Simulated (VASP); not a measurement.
# InP (F-43m) in VASP: relaxation of cell and atoms with LDA

Aim: the relaxation of cell and atoms of InP with LDA.

Everything below comes from runs of VASP 6.6.1. Logs are shortened: lines on timing, memory, paths and dates and some standing lists are left out, and cuts for length are marked.

**1. The cell of the first run**

The structure is cubic, space group F-43m (No. 216). Conventional cell: a = 5.861 Å, b = 5.861 Å, c = 5.861 Å, α = 90.00°, β = 90.00°, γ = 90.00°. In (site symmetry -43m) has 4 P at 2.54 Å within 3.3 Å. Within 3.3 Å of P (site symmetry -43m) lie 4 In at 2.54 Å.

**2. Relaxation of cell and atoms, LDA**

Input file INCAR:

```
SYSTEM = InP
ALGO     = Normal         ! electronic algorithm
EDIFF    = 1E-6           ! SCF threshold, eV
EDIFFG   = -0.002         ! ionic threshold
ENCUT    = 600            ! plane-wave cutoff, eV
IBRION   = 2              ! ionic algorithm
ISIF     = 3              ! what is computed and relaxed
ISMEAR   = -1             ! smearing method
LASPH    = .True.         ! aspherical terms in the spheres
LCHARG   = .False.        ! write CHGCAR
LREAL    = .False.        ! projectors in reciprocal space
LWAVE    = .False.        ! write WAVECAR
NELM     = 60             ! most SCF steps
NSW      = 100            ! ionic steps
PREC     = Accurate       ! precision mode
SIGMA    = 0.1            ! smearing width, eV
```

Input file KPOINTS:

```
k-points
0
Gamma
  12 12 12
  0 0 0
```

Input file POSCAR:

```
InP
1.0
    2.9305000000      2.9305000000      0.0000000000
   -2.9305000000      2.9305000000      0.0000000000
    0.0000000000      2.9305000000      2.9305000000
In P
1 1
Direct
    0.0000000000      0.0000000000      0.0000000000
    0.7500000000      0.2500000000      0.5000000000
```

Potentials or basis: VASP PAW LDA potentials, release 64 (In_d, P).

Launch:

```sh
$ cat potpaw_LDA.64/In_d/POTCAR potpaw_LDA.64/P/POTCAR > POTCAR
$ mpirun -np 1 vasp_std > vasp.out
```

OUTCAR:

```text
SYSTEM = InP
   EDIFF = 1E-6
   EDIFFG = -0.002
   ENCUT = 600
   IBRION = 2
   ISIF = 3
   ISMEAR = -1
   LASPH = .True.
   LREAL = .False.
   NELM = 60
   NSW = 100
   PREC = Accurate

 ion  position               nearest neighbor table
   1  0.000  0.000  0.000-   2 2.54   2 2.54   2 2.54   2 2.54
   2  0.750  0.250  0.500-   1 2.54   1 2.54   1 2.54   1 2.54

  LATTYP: Found a face centered cubic cell.
 ALAT       =     5.8610000000

  Lattice vectors:

 A1 = (   0.0000000000,   2.9305000000,   2.9305000000)
 A2 = (   2.9305000000,   0.0000000000,   2.9305000000)
 A3 = (   2.9305000000,   2.9305000000,   0.0000000000)

Analysis of symmetry for initial positions (statically):
=====================================================================
 Subroutine PRICEL returns:
 Original cell was already a primitive cell.

 Routine SETGRP: Setting up the symmetry group for a
 face centered cubic supercell.

 Subroutine GETGRP returns: Found 24 space group operations
 (whereof 24 operations were pure point group operations)
 out of a pool of 48 trial point group operations.

The static configuration has the point symmetry T_d .

Analysis of symmetry for dynamics (positions and initial velocities):
=====================================================================
 Subroutine PRICEL returns:
 Original cell was already a primitive cell.

 Routine SETGRP: Setting up the symmetry group for a
 face centered cubic supercell.

 Subroutine GETGRP returns: Found 24 space group operations
 (whereof 24 operations were pure point group operations)
 out of a pool of 48 trial point group operations.

The dynamic configuration has the point symmetry T_d .

 Subroutine INISYM returns: Found 24 space group operations
 (whereof 24 operations are pure point group operations),
 and found     1 'primitive' translations

----------------------------------------------------------------------------------------

                                     Primitive cell

  volume of cell :      50.3333

  direct lattice vectors                    reciprocal lattice vectors
     2.930500000  2.930500000  0.000000000     0.170619348  0.170619348 -0.170619348
    -2.930500000  2.930500000  0.000000000    -0.170619348  0.170619348 -0.170619348
     0.000000000  2.930500000  2.930500000     0.000000000  0.000000000  0.341238696

  length of vectors
[... 115 lines left out ...]
  energy-cutoff  :      600.00
  volume of cell :       50.33
 maximum number of plane-waves:      1700
 NGX is ok and might be reduce to    36
   NGX = 17   NGY = 17   NGZ = 17

--------------------------------------- Ionic step        1  -------------------------------------------

 number of electron      17.9999998 magnetization

 Free energy of the ion-electron system (eV)
  ---------------------------------------------------
  ext. energy  EPLUGINS =         0.00000000
  ---------------------------------------------------
  free energy    TOTEN  =        -9.67193166 eV

  energy without entropy =       -9.67164926  energy(sigma->0) =       -9.67179046

------------------------ aborting loop because EDIFF is reached ----------------------------------------

  FORCE on cell =-STRESS in cart. coord.  units (eV):
  Direction    XX          YY          ZZ          XY          YZ          ZX
  --------------------------------------------------------------------------------------
  -------------------------------------------------------------------------------------
  Total       -0.3589204     -0.3589204     -0.3589204      0.0000000      0.0000000     -0.0000000
  in kB      -11.4249302    -11.4249302    -11.4249302      0.0000000      0.0000000     -0.0000000
  external PRESSURE =     -11.4249302 kB  Pullay stress =       0.0000000 kB
[... 89 lines left out ...]
  FREE ENERGIE OF THE ION-ELECTRON SYSTEM (eV)
  ---------------------------------------------------
  free  energy   TOTEN  =        -9.6748851866 eV

  energy  without entropy=       -9.6746778324  energy(sigma->0) =       -9.67478151

[... ionic steps 4 to 11 ...]

--------------------------------------- Ionic step       12  -------------------------------------------

 number of electron      18.0000001 magnetization

------------------------ aborting loop because EDIFF is reached ----------------------------------------
[... 67 lines left out ...]
--------------------------------------- Ionic step       14  -------------------------------------------

 number of electron      18.0000001 magnetization

 Free energy of the ion-electron system (eV)
  ---------------------------------------------------
  ext. energy  EPLUGINS =         0.00000000
  ---------------------------------------------------
  free energy    TOTEN  =        -9.67488499 eV

  energy without entropy =       -9.67467727  energy(sigma->0) =       -9.67478113

 E-fermi :   5.6408     XC(G=0):  -9.6817

 val. band max:        5.1899178249   @ k =   0.0000   0.0000   0.0000
 cond. band min:       5.7898519807   @ k =   0.0000   0.0000   0.0000
 fundamental gap:      0.5999341558
 Fermi energy:         5.6408431133

 k-point     1 :       0.0000    0.0000    0.0000
  band No.  band energies     occupation
      1      -9.0307      2.00000
      2      -9.0307      2.00000
      3      -9.0307      2.00000
      4      -8.8672      2.00000
      5      -8.8672      2.00000
      6      -6.4690      2.00000
      7       5.1899      1.97823
      8       5.1899      1.97823
      9       5.1899      1.97823
     10       5.7899      0.36782
     11       9.1534      0.00000
     12       9.1534      0.00000
     13       9.1534      0.00000
[... 354 lines left out ...]
  band No.  band energies     occupation
      1      -9.1560      2.00000
      2      -8.9812      2.00000
      3      -8.9720      2.00000
      4      -8.8801      2.00000
      5      -8.8475      2.00000
      6      -4.9079      2.00000
      7       0.1913      2.00000
      8       3.2281      2.00000
      9       3.7161      2.00000
     10       7.7102      0.00000
     11       9.3303      0.00000
     12      10.8676      0.00000
     13      11.0058      0.00000

 [... further k-points ...]

------------------------ aborting loop because EDIFF is reached ----------------------------------------

  FORCE on cell =-STRESS in cart. coord.  units (eV):
  Direction    XX          YY          ZZ          XY          YZ          ZX
  --------------------------------------------------------------------------------------
  -------------------------------------------------------------------------------------
  Total       -0.0023478     -0.0023478     -0.0023478      0.0000000     -0.0000000      0.0000000
  in kB       -0.0759678     -0.0759678     -0.0759678      0.0000000     -0.0000000      0.0000000
  external PRESSURE =      -0.0759678 kB  Pullay stress =       0.0000000 kB
[... 17 lines left out ...]
  FREE ENERGIE OF THE ION-ELECTRON SYSTEM (eV)
  ---------------------------------------------------
  free  energy   TOTEN  =        -9.6748849921 eV

  energy  without entropy=       -9.6746772680  energy(sigma->0) =       -9.67478113

 reached required accuracy - stopping structural energy minimisation
```

OSZICAR:

```text
N       E                     dE             d eps       ncg     rms          rms(c)
DAV:   1     0.116329076345E+03    0.11633E+03   -0.92498E+03  1882   0.171E+03
DAV:   2    -0.137153471825E+01   -0.11770E+03   -0.11400E+03  1942   0.347E+02
DAV:   3    -0.985969433032E+01   -0.84882E+01   -0.84219E+01  2452   0.948E+01
DAV:   4    -0.100926078492E+02   -0.23291E+00   -0.23274E+00  2171   0.171E+01
[... 69 lines left out ...]
DAV:   2    -0.967488466634E+01    0.28578E-06   -0.61695E-07   951   0.214E-02
  13 F= -.96748847E+01 E0= -.96747806E+01  d E =-.539796E-06
       N       E                     dE             d eps       ncg     rms          rms(c)
DAV:   1    -0.967488633700E+01   -0.13849E-05   -0.29346E-05  2297   0.122E-01    0.742E-03
DAV:   2    -0.967488518646E+01    0.11505E-05   -0.24419E-06  1537   0.412E-02    0.252E-03
DAV:   3    -0.967488499212E+01    0.19435E-06   -0.54254E-07   951   0.180E-02
  14 F= -.96748850E+01 E0= -.96747811E+01  d E =-.865570E-06
```

Run time: 3.5 min. Hardware: 1 thread of AMD EPYC 7R43 (Zen 3), shared host; peak memory 0.19 GiB.

Results:

- Free energy: -9.6749 eV
- Relaxed volume: 24.76 Å³/atom
- Relaxed cell: a = 4.122 Å, b = 4.122 Å, c = 4.122 Å, α = 60.00°, β = 60.00°, γ = 90.00°
- Space group after relaxing (to 0.05 Å): F-43m (No. 216)
- Energy gained by relaxing: 1.5 meV/atom
- Ionic steps: 14
- Pressure after relaxing: 0.0 GPa
- Band gap on the k mesh: 0.60 eV, direct

The path:
```
step  energy change (eV)  largest force (eV/Å)  pressure (GPa)  volume (Å³)
   1              0.0000                0.0000           -1.14        50.33
   2             -0.0019                0.0000            0.71        49.04
   3             -0.0030                0.0000            0.01        49.51
   4             -0.0030                0.0000           -0.03        49.53
   5             -0.0030                0.0000           -0.03        49.53
   6             -0.0030                0.0000           -0.04        49.52
   7             -0.0030                0.0000           -0.03        49.52
   8             -0.0030                0.0000           -0.02        49.52
   9             -0.0030                0.0000           -0.02        49.52
  10             -0.0030                0.0000           -0.02        49.52
  11             -0.0030                0.0000           -0.02        49.52
  12             -0.0030                0.0000           -0.03        49.52
  13             -0.0030                0.0000           -0.03        49.52
  14             -0.0030                0.0000           -0.01        49.52
```

Final structure:
```
CELL_PARAMETERS angstrom
2.91456 2.91456 0.00000
-2.91456 2.91456 0.00000
0.00000 2.91456 2.91456
ATOMIC_POSITIONS crystal
In 0.00000 0.00000 0.00000
P 0.75000 0.25000 0.50000
```

Caveat: spin-orbit coupling is left out, which moves the levels of the heavy elements.
